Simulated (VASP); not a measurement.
Here is a VASP 6.6.1 calculation.

File INCAR:

```
SYSTEM = GaAs
PREC = Accurate ; ENCUT = 600
EDIFF = 1E-6 ; ISMEAR = 0
SIGMA = 0.1 ; LREAL = .FALSE.
LASPH = .TRUE. ; NELM = 60
ALGO = Normal ; ISIF = 3
LWAVE = .FALSE. ; LCHARG = .FALSE.
GGA = CA ; IBRION = 2
NSW = 100 ; EDIFFG = -0.002
```

KPOINTS

```
Automatic mesh
0
G
  10 10 10
  0 0 0
```

File POSCAR:

```
GaAs
1.0
    0.0000000000      2.8750910500      2.8750910500
    2.8750910500      0.0000000000      2.8750910500
    2.8750910500      2.8750910500      0.0000000000
Ga As
1 1
Direct
    0.0000000000      0.0000000000      0.0000000000
    0.7500000000      0.7500000000      0.7500000000
```

Potentials or basis: VASP PAW LDA potentials, release 64 (Ga_d, As).

Command:

```console
$ cat potpaw_LDA.64/Ga_d/POTCAR potpaw_LDA.64/As/POTCAR > POTCAR
$ mpirun -np 1 vasp_std > vasp.out
```

Question: Estimate the relaxed volume.

Answer: 22.09 Å³/atom.

Question: What does it give for the relaxed cell?

Answer: a = 3.968 Å, b = 3.968 Å, c = 3.968 Å, α = 60.00°, β = 60.00°, γ = 60.00°.

Question: Estimate the band gap on the k mesh.

Answer: 0.50 eV, direct.

Final structure:
```
CELL_PARAMETERS angstrom
0.00000 2.80573 2.80573
2.80573 0.00000 2.80573
2.80573 2.80573 0.00000
ATOMIC_POSITIONS crystal
Ga 0.00000 0.00000 0.00000
As 0.75000 0.75000 0.75000
```

A k mesh can miss the band edges. LDA gaps usually lie below the measured ones, often by a third to a half.
